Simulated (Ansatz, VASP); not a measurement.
**Two plane-wave programs on HfC3**

```xyz
4
Lattice="3.3734 0.0000 0.0000 0.0000 3.3734 0.0000 0.0000 0.0000 3.3734" Properties=species:S:1:pos:R:3 pbc="T T T"
Hf    0.0000    0.0000    0.0000
C     0.0000    1.6867    1.6867
C     1.6867    0.0000    1.6867
C     1.6867    1.6867    0.0000
```

Alike in both runs: functional PBE; k mesh 6 × 6 × 6; occupations gaussian, width 0.1 eV; no spin polarisation.

Ansatz relaxed the structure, and its values are those at the end. VASP's run is a single point on that final structure, the one shown.

|  | VASP | Ansatz |
| --- | --- | --- |
| version | VASP 6.6.1 | Ansatz 0.2.0 |
| potentials or method | VASP PAW PBE potentials, release 64 (Hf_pv, C), cutoff 520 eV | scalar-relativistic, plane waves, PAW |
| valence electrons in the cell | 22 | 38 |

```csv
,VASP,Ansatz,Ansatz less VASP
gap on the k mesh at the Fermi level (eV),none,none,-
pressure (GPa),-1.5,-0.2,+1.30
```

A gap of «none» marks a metal or a gap that the smearing closes. VASP's potentials hold 22 valence electrons a cell and Ansatz's 38, so a difference there can come from the potentials and not from the codes.

Neither program's run includes spin-orbit coupling.
